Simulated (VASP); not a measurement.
# KMgF3 (Pm-3m) in VASP: further runs

The runs below take KMgF3 through single point, relaxation of cell and atoms, with r2SCAN.

All numbers are computed with VASP 6.6.1; they aren't measurements. Logs are shortened: lines on timing, memory, paths and dates and some standing lists are left out, and cuts for length are marked.

**1. The cell of the first run**

Symmetry: Pm-3m, No. 221, cubic system. The conventional cell has a = 3.980 Å, b = 3.980 Å, c = 3.980 Å, α = 90.00°, β = 90.00°, γ = 90.00°. K (site symmetry m-3m) has 12 F at 2.81 Å and 8 Mg at 3.45 Å within 3.7 Å. Mg (site symmetry m-3m) has 6 F at 1.99 Å within 2.6 Å. F (site symmetry 4/mmm) has 2 Mg at 1.99 Å within 2.6 Å.

**2. Single point, r2SCAN**

POSCAR reads:

```
KMgF3
1.0
    3.9804780457      0.0000000000      0.0000000000
    0.0000000000      3.9804780457      0.0000000000
    0.0000000000      0.0000000000      3.9804780457
K Mg F
1 1 3
Direct
    0.5000000000      0.5000000000      0.5000000000
    0.0000000000      0.0000000000      0.0000000000
    0.5000000000      0.0000000000      0.0000000000
    0.0000000000      0.5000000000      0.0000000000
    0.0000000000      0.0000000000      0.5000000000
```

INCAR.step1 reads:

```
PREC = Accurate ; ENCUT = 520
ISMEAR = -1 ; SIGMA = 0.1043
LREAL = F ; LASPH = T
NELM = 60 ; NBANDS = 24
GGA = PE ; ALGO = Normal
EDIFF = 1E-4 ; LWAVE = T
LCHARG = F
```

INCAR.step2 reads:

```
PREC = Accurate ; ENCUT = 520
EDIFF = 1E-7 ; ISMEAR = -1
SIGMA = 0.1043 ; LREAL = F
LASPH = T ; NELM = 60
ALGO = Normal ; ISIF = 2
LWAVE = F ; LCHARG = F
METAGGA = R2SCAN ; LMIXTAU = T
NBANDS = 24 ; ISTART = 1
```

KPOINTS reads:

```
regular mesh
0
Gamma
  6 6 6
```

Potentials or basis: VASP PAW PBE potentials, release 64 (K_sv, Mg, F).

The run is started by

```
cat potpaw_PBE.64/K_sv/POTCAR potpaw_PBE.64/Mg/POTCAR potpaw_PBE.64/F/POTCAR > POTCAR
cp INCAR.step1 INCAR
mpirun -np 1 vasp_std > vasp.out
cp INCAR.step2 INCAR
mpirun -np 1 vasp_std > vasp.out
```

OUTCAR:

```text
PREC = Accurate
   ENCUT = 520
   EDIFF = 1E-7
   ISMEAR = -1
   LREAL = F
   LASPH = T
   NELM = 60
   ISIF = 2
   METAGGA = R2SCAN
   ISTART = 1

 ion  position               nearest neighbor table
   1  0.500  0.500  0.500-   3 2.81   4 2.81   5 2.81   3 2.81   4 2.81   3 2.81   5 2.81   3 2.81
                             4 2.81   5 2.81   4 2.81   5 2.81   2 3.45   2 3.45   2 3.45   2 3.45
   2  0.000  0.000  0.000-   3 1.99   4 1.99   5 1.99   5 1.99   4 1.99   3 1.99   1 3.45   1 3.45
                             1 3.45   1 3.45   1 3.45   1 3.45   1 3.45   1 3.45
   3  0.500  0.000  0.000-   2 1.99   2 1.99   1 2.81   1 2.81   1 2.81   1 2.81
   4  0.000  0.500  0.000-   2 1.99   2 1.99   1 2.81   1 2.81   1 2.81   1 2.81
   5  0.000  0.000  0.500-   2 1.99   2 1.99   1 2.81   1 2.81   1 2.81   1 2.81

  LATTYP: Found a simple cubic cell.
 ALAT       =     3.9804780457

  Lattice vectors:

 A1 = (   3.9804780457,   0.0000000000,   0.0000000000)
 A2 = (   0.0000000000,   3.9804780457,   0.0000000000)
 A3 = (   0.0000000000,   0.0000000000,   3.9804780457)

Analysis of symmetry for initial positions (statically):
=====================================================================
 Subroutine PRICEL returns:
 Original cell was already a primitive cell.

 Routine SETGRP: Setting up the symmetry group for a
 simple cubic supercell.

 Subroutine GETGRP returns: Found 48 space group operations
 (whereof 48 operations were pure point group operations)
 out of a pool of 48 trial point group operations.

The static configuration has the point symmetry O_h .

Analysis of symmetry for dynamics (positions and initial velocities):
=====================================================================
 Subroutine PRICEL returns:
 Original cell was already a primitive cell.

 Routine SETGRP: Setting up the symmetry group for a
 simple cubic supercell.

 Subroutine GETGRP returns: Found 48 space group operations
 (whereof 48 operations were pure point group operations)
 out of a pool of 48 trial point group operations.

The dynamic configuration has the point symmetry O_h .

 Subroutine INISYM returns: Found 48 space group operations
 (whereof 48 operations are pure point group operations),
 and found     1 'primitive' translations

----------------------------------------------------------------------------------------

                                     Primitive cell

  volume of cell :      63.0675

  direct lattice vectors                    reciprocal lattice vectors
     3.980478046  0.000000000  0.000000000     0.251226106  0.000000000  0.000000000
     0.000000000  3.980478046  0.000000000     0.000000000  0.251226106  0.000000000
     0.000000000  0.000000000  3.980478046     0.000000000  0.000000000  0.251226106

  length of vectors
     3.980478046  3.980478046  3.980478046     0.251226106  0.251226106  0.251226106

  position of ions in fractional coordinates (direct lattice)
     0.500000000  0.500000000  0.500000000
     0.000000000  0.000000000  0.000000000
     0.500000000  0.000000000  0.000000000
     0.000000000  0.500000000  0.000000000
     0.000000000  0.000000000  0.500000000

  ion indices of the primitive-cell ions
   primitive index   ion index
                 1           1
                 2           2
                 3           3
                 4           4
                 5           5

----------------------------------------------------------------------------------------

 KPOINTS: regular mesh

Automatic generation of k-mesh.
 Grid dimensions read from file:
 generate k-points for:    6    6    6

 Generating k-lattice:

  Cartesian coordinates                     Fractional coordinates (reciprocal lattice)
     0.041871018  0.000000000  0.000000000     0.166666667  0.000000000  0.000000000
     0.000000000  0.041871018  0.000000000     0.000000000  0.166666667  0.000000000
     0.000000000  0.000000000  0.041871018     0.000000000  0.000000000  0.166666667

  Length of vectors
     0.041871018  0.041871018  0.041871018

  Shift w.r.t. Gamma in fractional coordinates (k-lattice)
     0.000000000  0.000000000  0.000000000

 Subroutine IBZKPT returns following result:
 ===========================================

 Found     20 irreducible k-points:

 Following reciprocal coordinates:
            Coordinates               Weight
  0.000000  0.000000  0.000000      1.000000
  0.166667  0.000000  0.000000      6.000000
  0.333333  0.000000  0.000000      6.000000
  0.500000  0.000000  0.000000      3.000000
  0.166667  0.166667  0.000000     12.000000
  0.333333  0.166667  0.000000     24.000000
[... 12 lines left out ...]
  0.500000  0.500000  0.333333      6.000000
  0.500000  0.500000  0.500000      1.000000
   k-points           NKPTS =     20   k-points in BZ     NKDIM =     20   number of bands    NBANDS=     24
   number of dos      NEDOS =    301   number of ions     NIONS =      5
   total plane-waves  NPLWV =  27000
   dimension x,y,z NGX =    30 NGY =   30 NGZ =   30
   dimension x,y,z NGXF=    60 NGYF=   60 NGZF=   60
   ions per type =               1   1   3
   NGX,Y,Z   is equivalent  to a cutoff of  12.53, 12.53, 12.53 a.u.
   NGXF,Y,Z  is equivalent  to a cutoff of  25.06, 25.06, 25.06 a.u.
 SYSTEM =  unknown system
   PREC   = accura    normal or accurate (medium, high low for compatibility)
   ISTART =      1    job   : 0-new  1-cont  2-samecut
   ICHARG =      0    charge: 1-file 2-atom 10-const
   ISPIN  =      1    spin polarized calculation?
   LNONCOLLINEAR =      F non collinear calculations
   LSORBIT =      F    spin-orbit coupling
   LASPH  =      T    aspherical Exc in radial PAW
   ENCUT  =  520.0 eV  38.22 Ry    6.18 a.u.   7.40  7.40  7.40*2*pi/ulx,y,z
   NELM   =     60;   NELMIN=  2; NELMDL=  0     # of ELM steps
   EDIFF  = 0.1E-06   stopping-criterion for ELM
   LREAL  =      F    real-space projection
   EDIFFG = 0.1E-05   stopping-criterion for IOM
   NSW    =      0    number of steps for IOM
   IBRION =     -1    ionic relax: 0-MD 1-quasi-New 2-CG
   NFREE  =      0    steps in history (QN), initial steepest desc. (CG)
   ISIF   =      2    stress and relaxation
   ISYM   =      2    0-nonsym 1-usesym 2-fastsym
   POTIM  = 0.5000    time-step for ionic-motion
   TEBEG  =    0.0;   TEEND  =   0.0 temperature during run
   PSTRESS=    0.0 pullay stress
   NELECT =      32.0000    total number of electrons
   NUPDOWN=      -1.0000    fix difference up-down
   EMIN   =  10.00;   EMAX   =-10.00  energy-range for DOS
   EFERMI =   0.00;   METHOD = LEGACY
   ISMEAR =    -1;   SIGMA  =   0.10  broadening in eV -4-tet -1-fermi 0-gaus
   EFERMI_NEDOS =   21; number of points for ismear=-14 and -15
   IALGO  =     38    algorithm
   IMIX   =      4    mixing-type and parameters
     AMIX     =   0.40;   BMIX     =  1.00
     AMIX_MAG =   1.60;   BMIX_MAG =  1.00
  volume/ion in A,a.u.               =      12.61        85.12
  Fermi-wavevector in a.u.,A,eV,Ry     =   1.305739  2.467488 23.197299  1.704953
  Thomas-Fermi vector in A             =   2.436588
   LORBIT       =      0    0 simple, 1 ext, 2 COOP (PROOUT), +10 PAW based schemes
   METAGGA = R2SCAN    functional components
   LHFCALC =     F    Hartree Fock is set to
   AEXX    =    0.0000 exact exchange contribution
   IVDW    =     0    specifies the selected vdW correction
   LEPSILON=     F    determine dielectric tensor
   LRPA    =     F    only Hartree local field effects (RPA)
 non-spin polarized calculation
  energy-cutoff  :      520.00
  volume of cell :       63.07
 maximum number of plane-waves:      1743
 NGX is ok and might be reduce to    30
   NGX = 15   NGY = 15   NGZ = 15

 number of electron      31.9999959 magnetization

 Free energy of the ion-electron system (eV)
  ---------------------------------------------------
  ext. energy  EPLUGINS =         0.00000000
  ---------------------------------------------------
  free energy    TOTEN  =       -37.41565122 eV

  energy without entropy =      -37.41565122  energy(sigma->0) =      -37.41565122

 E-fermi :   0.2119     XC(G=0): -10.2263

 val. band max:       -2.1963543393   @ k =   0.5000   0.5000   0.5000
 cond. band min:       6.0839577527   @ k =   0.0000   0.0000   0.0000
 fundamental gap:      8.2803120920
 Fermi energy:         0.2118715956

 k-point     1 :       0.0000    0.0000    0.0000
  band No.  band energies     occupation
      1     -28.7874      2.00000
      2     -23.4476      2.00000
      3     -22.8121      2.00000
      4     -22.8121      2.00000
      5     -11.5147      2.00000
      6     -11.5147      2.00000
[... 16 lines left out ...]
     23      13.0871      0.00000
     24      16.0568      0.00000

 k-point     2 :       0.1667    0.0000    0.0000
  band No.  band energies     occupation
      1     -28.7800      2.00000
      2     -23.4184      2.00000
      3     -22.8476      2.00000
      4     -22.8094      2.00000
      5     -11.5111      2.00000
      6     -11.5009      2.00000
[... 16 lines left out ...]
     23      13.0709      0.00000
     24      15.8830      0.00000

 k-point     3 :       0.3333    0.0000    0.0000
  band No.  band energies     occupation
      1     -28.7652      2.00000
      2     -23.3463      2.00000
      3     -22.9323      2.00000
      4     -22.8053      2.00000
      5     -11.5039      2.00000
      6     -11.4731      2.00000
[... 16 lines left out ...]
     23      12.9345      0.00000
     24      15.3774      0.00000
[... 406 lines left out ...]
 k-point    19 :       0.5000    0.5000    0.3333
  band No.  band energies     occupation
      1     -28.7271      2.00000
      2     -23.0025      2.00000
      3     -22.9944      2.00000
      4     -22.9944      2.00000
      5     -11.6724      2.00000
      6     -11.6724      2.00000
[... 16 lines left out ...]
     23      13.6599      0.00000
     24      13.6599      0.00000

 k-point    20 :       0.5000    0.5000    0.5000
  band No.  band energies     occupation
      1     -28.7238      2.00000
      2     -22.9901      2.00000
      3     -22.9901      2.00000
      4     -22.9901      2.00000
      5     -11.6997      2.00000
      6     -11.6997      2.00000
[... 16 lines left out ...]
     23      14.0676      0.00000
     24      14.0676      0.00000

------------------------ aborting loop because EDIFF is reached ----------------------------------------

  FORCE on cell =-STRESS in cart. coord.  units (eV):
  Direction    XX          YY          ZZ          XY          YZ          ZX
  --------------------------------------------------------------------------------------
  -------------------------------------------------------------------------------------
  Total       -0.2359278     -0.2359278     -0.2359278     -0.0000000      0.0000000     -0.0000000
  in kB       -5.9935493     -5.9935493     -5.9935493     -0.0000000      0.0000000     -0.0000000
  external PRESSURE =      -5.9935493 kB  Pullay stress =       0.0000000 kB

 VOLUME and BASIS-vectors are now :
 -----------------------------------------------------------------------------
  energy-cutoff  :      520.00
  volume of cell :       63.07
      direct lattice vectors                 reciprocal lattice vectors
     3.980478046  0.000000000  0.000000000     0.251226106  0.000000000  0.000000000
     0.000000000  3.980478046  0.000000000     0.000000000  0.251226106  0.000000000
     0.000000000  0.000000000  3.980478046     0.000000000  0.000000000  0.251226106

 POSITION                                       TOTAL-FORCE (eV/Angst)
 -----------------------------------------------------------------------------------
      1.99024      1.99024      1.99024         0.000000      0.000000      0.000000
      0.00000      0.00000      0.00000         0.000000      0.000000      0.000000
      1.99024      0.00000      0.00000         0.000000      0.000000      0.000000
      0.00000      1.99024      0.00000         0.000000      0.000000      0.000000
      0.00000      0.00000      1.99024         0.000000      0.000000      0.000000
 -----------------------------------------------------------------------------------
    total drift:                                0.000000     -0.000000      0.000000

  FREE ENERGIE OF THE ION-ELECTRON SYSTEM (eV)
  ---------------------------------------------------
  free  energy   TOTEN  =       -37.4156512214 eV

  energy  without entropy=      -37.4156512212  energy(sigma->0) =      -37.41565122
```

Wall time 2.7 min (1 thread of Oxide Virtual Turin-like, shared host); peak memory 0.15 GiB.

What came out:

| Item | Value |
| --- | --- |
| Free energy | -37.4157 eV |
| Pressure | -0.6 GPa |
| Band gap on the k mesh | 8.28 eV, indirect (least direct gap 8.60 eV) |

Caveat: the PAW data sets were made with another functional, which shifts forces and pressure a little. A k mesh can miss the band edges.

**3. Relaxation of cell and atoms, r2SCAN**

This run uses another cell than the first one, of 13.27 Å³/atom, 1.052 times its volume.

Changes to POSCAR since step 2:

```diff
@@ -2,5 +2,5 @@
 1.0
-    3.9804780457      0.0000000000      0.0000000000
-    0.0000000000      3.9804780457      0.0000000000
-    0.0000000000      0.0000000000      3.9804780457
+    4.0481760000      0.0000000000      0.0000000000
+    0.0000000000      4.0481760000      0.0000000000
+    0.0000000000      0.0000000000      4.0481760000
 K Mg F
```

INCAR.step1 reads:

```
SYSTEM = KMgF3
PREC     = Accurate       ! precision mode
ENCUT    = 600            ! plane-wave cutoff, eV
ISMEAR   = -1             ! smearing method
SIGMA    = 0.1043         ! smearing width, eV
LREAL    = .FALSE.        ! projectors in reciprocal space
LASPH    = .TRUE.         ! aspherical terms in the spheres
NELM     = 60             ! most SCF steps
GGA      = PE             ! functional
ALGO     = Normal         ! electronic algorithm
EDIFF    = 1E-4           ! SCF threshold, eV
LWAVE    = .TRUE.         ! write WAVECAR
LCHARG   = .FALSE.        ! write CHGCAR
```

INCAR.step2 reads:

```
SYSTEM = KMgF3
PREC     = Accurate       ! precision mode
ENCUT    = 600            ! plane-wave cutoff, eV
EDIFF    = 1E-6           ! SCF threshold, eV
ISMEAR   = -1             ! smearing method
SIGMA    = 0.1043         ! smearing width, eV
LREAL    = .FALSE.        ! projectors in reciprocal space
LASPH    = .TRUE.         ! aspherical terms in the spheres
NELM     = 60             ! most SCF steps
ALGO     = Normal         ! electronic algorithm
ISIF     = 3              ! what is computed and relaxed
LWAVE    = .FALSE.        ! write WAVECAR
LCHARG   = .FALSE.        ! write CHGCAR
METAGGA  = R2SCAN         ! meta-GGA
LMIXTAU  = .TRUE.       
IBRION   = 2              ! ionic algorithm
NSW      = 80             ! ionic steps
EDIFFG   = -0.03          ! ionic threshold
ISTART   = 1
```

KPOINTS reads:

```
regular mesh
0
G
  6 6 6
  0 0 0
```

Potentials or basis: VASP PAW PBE potentials, release 64 (K_sv, Mg, F).

The run is started by

```
cat potpaw_PBE.64/K_sv/POTCAR potpaw_PBE.64/Mg/POTCAR potpaw_PBE.64/F/POTCAR > POTCAR
cp INCAR.step1 INCAR
mpirun -np 1 vasp_std > vasp.out
cp INCAR.step2 INCAR
mpirun -np 1 vasp_std > vasp.out
```

It took 9.4 min on 1 thread of Oxide Virtual Turin-like, shared host; peak memory 0.18 GiB.

Results (log left out):

```
Free energy                            : -37.4381 eV
Relaxed volume                         : 12.50 Å³/atom
Relaxed cell                           : a = 3.968 Å, b = 3.968 Å, c = 3.968 Å, α = 90.00°, β = 90.00°, γ = 90.00°
Space group after relaxing (to 0.05 Å) : Pm-3m (No. 221)
Energy gained by relaxing              : 10.9 meV/atom
Ionic steps                            : 3
Pressure after relaxing                : 0.0 GPa
Band gap on the k mesh                 : 8.36 eV, indirect (least direct gap 8.68 eV)
```

Step by step:
```
step  energy change (eV)  largest force (eV/Å)  pressure (GPa)  volume (Å³)
   1              0.0000                0.0000           -4.23        66.34
   2             -0.0530                0.0000           -0.72        63.04
   3             -0.0543                0.0000           -0.04        62.49
```

Final structure:
```
K Mg F
1.0
     3.96832    0.00000    0.00000
     0.00000    3.96832    0.00000
     0.00000    0.00000    3.96832
K Mg F
1 1 3
Direct
  0.50000 0.50000 0.50000
  0.00000 0.00000 0.00000
  0.50000 0.00000 0.00000
  0.00000 0.50000 0.00000
  0.00000 0.00000 0.50000
```

Levels at points of the mesh, in eV from the valence-band top:
```
           k point  band 12  band 13  band 14  band 15  band 16  band 17  band 18  band 19  band 20
(0.00, 0.00, 0.00)    -0.65    -0.65    -0.32    -0.32    -0.32     8.36    10.86    10.86    13.21
(0.50, 0.00, 0.00)    -0.89    -0.88    -0.88    -0.54    -0.54    11.10    11.62    11.94    13.84
(0.50, 0.50, 0.00)    -1.06    -1.06    -0.90    -0.90    -0.02    11.96    12.62    13.80    13.80
(0.50, 0.50, 0.50)    -1.13    -1.13     0.00     0.00     0.00    11.43    11.43    11.43    15.09
```

Caveat: the PAW data sets were made with another functional, which shifts forces and pressure a little. r2SCAN opens gaps a little over a GGA but as a rule still falls short of measured ones.
